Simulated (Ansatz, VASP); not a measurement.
## SiGe3 in VASP and in Ansatz

File POSCAR:

```
SiGe3
1.0
    4.0528818138      0.0000000000      0.0000000000
    0.0000000000      4.0528818138      0.0000000000
    0.0000000000      0.0000000000      4.0528818138
Si Ge
1 3
Direct
    0.0000000000      0.0000000000      0.0000000000
    0.0000000000      0.5000000000      0.5000000000
    0.5000000000      0.0000000000      0.5000000000
    0.5000000000      0.5000000000      0.0000000000
```

The input INCAR.step1:

```
PREC = Accurate
ENCUT = 600
ISMEAR = 0
SIGMA = 0.1
LREAL = F
LASPH = T
NELM = 100
GGA = PE
ALGO = Normal
EDIFF = 1E-4
LWAVE = T
LCHARG = F
```

File INCAR.step2:

```
PREC = Accurate
ENCUT = 600
EDIFF = 1E-6
ISMEAR = 0
SIGMA = 0.1
LREAL = F
LASPH = T
NELM = 100
ALGO = Normal
ISIF = 3
LWAVE = F
LCHARG = F
METAGGA = R2SCAN
LMIXTAU = T
IBRION = 2
NSW = 90
EDIFFG = -0.04
ISTART = 1
```

The input KPOINTS:

```
Automatic mesh
0
Gamma
  4 4 4
```

Input for Ansatz:

```yaml
crystal:
  lattice:
    - [4.0528818138, 0.0, 0.0]
    - [0.0, 4.0528818138, 0.0]
    - [0.0, 0.0, 4.0528818138]
  atoms:
    - { symbol: Si, position: [0.0, 0.0, 0.0] }
    - { symbol: Ge, position: [0.0, 0.5, 0.5] }
    - { symbol: Ge, position: [0.5, 0.0, 0.5] }
    - { symbol: Ge, position: [0.5, 0.5, 0.0] }
basis:
  ecutwfc: 500
kpoints:
  mp_grid: { grid: [4, 4, 4] }
hamiltonian:
  xc: r2scan
scf:
  occupations: { method: gaussian, width: 0.1 }
  lower_state_search: "off"
output:
  forces: true
  stress: true
  eigenvalues: true
relax:
  adjacent_minimum: "off"
  f_tol: 0.04
  max_steps: 70
  cell: { stress_tol: 0.4 }
```

Alike in both runs: task relaxation of cell and atoms; functional r2SCAN; k mesh 4 × 4 × 4; occupations gaussian, width 0.1 eV; no spin polarisation.

|  | VASP | Ansatz |
| --- | --- | --- |
| version | VASP 6.6.1 | Ansatz 0.2.0 |
| potentials or method | VASP PAW PBE potentials, release 64 (Si, Ge_d), cutoff 600 eV | scalar-relativistic, plane waves, PAW |
| valence electrons in the cell | 46 | 46 |

VASP gave:

* gap on the k mesh at the Fermi level, each at its own relaxed structure (eV): none
* relaxed volume (Å³/atom): 18.55
* relaxed cell length with the largest relative difference (Å): 4.202

Q: Which values does Ansatz return?

A: gap on the k mesh at the Fermi level, each at its own relaxed structure (eV): none; relaxed volume (Å³/atom): 18.66; relaxed cell length with the largest relative difference (Å): 4.210.

VASP's potentials were made for PBE, not for r2SCAN. A gap of «none» marks a metal or a gap that the smearing closes.

The k mesh is coarse, so the values compare programs but aren't converged.
